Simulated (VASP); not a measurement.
Input of a VASP 6.6.1 run:

The input INCAR:

```
SYSTEM = BN
ALGO = Normal
EDIFF = 1E-7
ENCUT = 520
GGA = PE
ISIF = 2
ISMEAR = 0
LASPH = .TRUE.
LCHARG = .FALSE.
LREAL = .FALSE.
LWAVE = .FALSE.
NBANDS = 11
NELM = 60
PREC = Accurate
SIGMA = 0.05
```

The input KPOINTS:

```
k-points
0
G
  12 12 12
  0 0 0
```

File POSCAR:

```
BN
1.0
    0.0000000000      1.8130010000      1.8130010000
    1.8130010000      0.0000000000      1.8130010000
    1.8130010000      1.8130010000      0.0000000000
B N
1 1
Direct
    0.0000000000      0.0000000000      0.0000000000
    0.7500000000      0.7500000000      0.7500000000
```

Potentials or basis: VASP PAW PBE potentials, release 64 (B, N).

Command:

```bash
$ cat potpaw_PBE.64/B/POTCAR potpaw_PBE.64/N/POTCAR > POTCAR
$ mpirun -np 1 vasp_std > vasp.out
```

**Question.** Predict the pressure.

**Answer.** -0.2 GPa.

**Question.** What does it give for the band gap on the k mesh?

**Answer.** 4.45 eV, indirect (least direct gap 8.78 eV).

A k mesh can miss the band edges. As with any semilocal functional, this PBE gap is likely too small.
